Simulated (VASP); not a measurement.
Crystal: CoO.

```
CELL_PARAMETERS angstrom
0.00000 2.13150 2.13150
2.13150 0.00000 2.13150
2.13150 2.13150 0.00000
ATOMIC_POSITIONS crystal
Co 0.00000 0.00000 0.00000
O 0.50000 0.50000 0.50000
```

Base run:

| Property | Result |
| --- | --- |
| Program | VASP 6.6.1 |
| Functional | PBE |
| Potentials or basis | VASP PAW PBE potentials, release 64 (Co, O) |
| Cutoff | 520 eV |
| k mesh | 11 × 11 × 11 |
| Occupations | fermi-dirac, width 0.05 eV |
| Spin | collinear spin, ferromagnetic start |
| Starting moments | [3.5, 0.0] μB |

Its results: pressure -2.4 GPa; net moment 2.90 μB per cell; site moments Co +2.55; O +0.29 μB.

**Question.** After a change of settings the same cell gave: pressure -4.8 GPa; net moment 2.92 μB per cell; site moments Co +2.52; O +0.29 μB. Which change was it?
A. further incar settings from ALGO = Normal; EDIFF = 1e-07; NBANDS = 18 to ALGO = Normal; EDIFF = 1e-06; NBANDS = 18; moments at the start from [3.5, 0.0] to [1.71, 0.0]
B. further incar settings from ALGO = Normal; EDIFF = 1e-07; NBANDS = 18 to ALGO = Normal; EDIFF = 1e-06; NBANDS = 18; moments at the start from [3.5, 0.0] to [2.0, 0.0]
C. potentials or basis from VASP PAW PBE potentials, release 64 (Co, O) to VASP PAW PBE potentials, release 64 (Co_sv, O); cutoff from 520 eV to 600 eV; further incar settings from ALGO = Normal; EDIFF = 1e-07; NBANDS = 18 to ALGO = Normal; EDIFF = 1e-06; NBANDS = 22; valence electrons from 15 to 23

**Answer.** C.

Caveats: a cell with one magnetic atom can't hold antiferromagnetic order, which such compounds often take.
